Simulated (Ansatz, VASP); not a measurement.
# One calculation of CaO, two programs

Contents of INCAR:

```
SYSTEM = CaO
PREC = Accurate
ENCUT = 600
EDIFF = 1E-6
ISMEAR = 1
SIGMA = 0.069
LREAL = .False.
LASPH = .True.
NELM = 200
ALGO = Normal
ISIF = 2
LWAVE = .False.
LCHARG = .False.
LDAU = .True.
LDAUTYPE = 2
LDAUL = -1 1
LDAUU = 0 2.7
LDAUJ = 0 0
LDAUPRINT = 1
GGA = PE
NBANDS = 15
GGA_COMPAT = .False.
```

KPOINTS

```
regular mesh
0
Gamma
  4 4 4
  0 0 0
```

POSCAR

```
CaO
1.0
    0.0000000000      2.4115409895      2.4115409895
    2.4115409895      0.0000000000      2.4115409895
    2.4115409895      2.4115409895      0.0000000000
Ca O
1 1
Direct
    0.0000000000      0.0000000000      0.0000000000
    0.5000000000      0.5000000000      0.5000000000
```

Input for Ansatz:

```yaml
crystal:
  lattice:
    - [0.0, 2.4115409895, 2.4115409895]
    - [2.4115409895, 0.0, 2.4115409895]
    - [2.4115409895, 2.4115409895, 0.0]
  atoms:
    - { symbol: Ca, position: [0.0, 0.0, 0.0] }
    - { symbol: O, position: [0.5, 0.5, 0.5] }
basis: {}
kpoints:
  mp_grid: { grid: [4, 4, 4] }
hamiltonian:
  xc: pbe
  hubbard: { sites: [{ species: O, l: p, u_eff: 2.7 }] }
scf:
  occupations: { method: methfessel_paxton, width: 0.069 }
  eigensolver: { mixed_precision: false }
  max_iter: 80
  convergence: { dr2_threshold: "1e-8 eV" }
output:
  forces: true
  stress: true
  eigenvalues: true
```

Alike in both runs: task single point; functional PBE; k mesh 4 × 4 × 4; occupations methfessel-paxton of order 1, width 0.069 eV; no spin polarisation; Hubbard terms O p U = 2.7 eV.

|  | VASP | Ansatz |
| --- | --- | --- |
| version | VASP 6.6.1 | Ansatz 0.2.0 |
| potentials or method | VASP PAW PBE potentials, release 64 (Ca_sv, O) | scalar-relativistic, plane waves, PAW |
| plane-wave cutoff (eV) | 600 | 420 |
| valence electrons in the cell | 16 | 16 |

Ansatz gave:

| Item | Value |
| --- | --- |
| gap on the k mesh at the Fermi level (eV) | 4.39 |
| least direct gap on the mesh (eV) | 4.78 |
| pressure (GPa) | -0.6 |

Estimate VASP's values.

gap on the k mesh at the Fermi level (eV): 3.69; least direct gap on the mesh (eV): 4.06; pressure (GPa): 0.4.

The programs project onto different local orbitals, so the same U acts differently, and such runs can settle in different states. Ansatz's warnings: stress scf threshold loose.

The k mesh is coarse, so the values compare programs but aren't converged.
